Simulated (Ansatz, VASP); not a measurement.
## Ca2SiN2: VASP beside Ansatz

```
CELL_PARAMETERS angstrom
4.18817 0.00000 0.00000
-2.09409 3.62706 0.00000
0.00000 0.00000 5.38399
ATOMIC_POSITIONS crystal
Ca 0.33333 0.66667 0.00000
Ca 0.66667 0.33333 0.00000
Si 0.00000 0.00000 0.00000
N 0.00000 0.00000 0.64890
N 0.00000 0.00000 0.35110
```

Alike in both runs: task single point; functional PBE; k mesh 6 × 6 × 4; occupations gaussian, width 0.1 eV; no spin polarisation.

```csv
,VASP,Ansatz
version,VASP 6.6.1,Ansatz 0.2.0
potentials or method,"VASP PAW PBE potentials, release 64 (Ca_sv, Si, N), cutoff 600 eV","scalar-relativistic, plane waves, PAW"
valence electrons in the cell,34,34
```

```csv
,VASP,Ansatz,Ansatz less VASP
gap on the k mesh at the Fermi level (eV),none,none,-
pressure (GPa),26.0,25.5,-0.51
"traceless stress, the component that is largest in VASP (GPa)",-54.95,-54.39,+0.561
rms of the force components (eV/Å),1.056,1.059,+0.0034
```

Atom by atom the forces differ by 0.003 eV/Å (rms over components). A gap of «none» marks a metal or a gap that the smearing closes. The functional is the same, so the differences come from potentials, cutoffs and numerics.
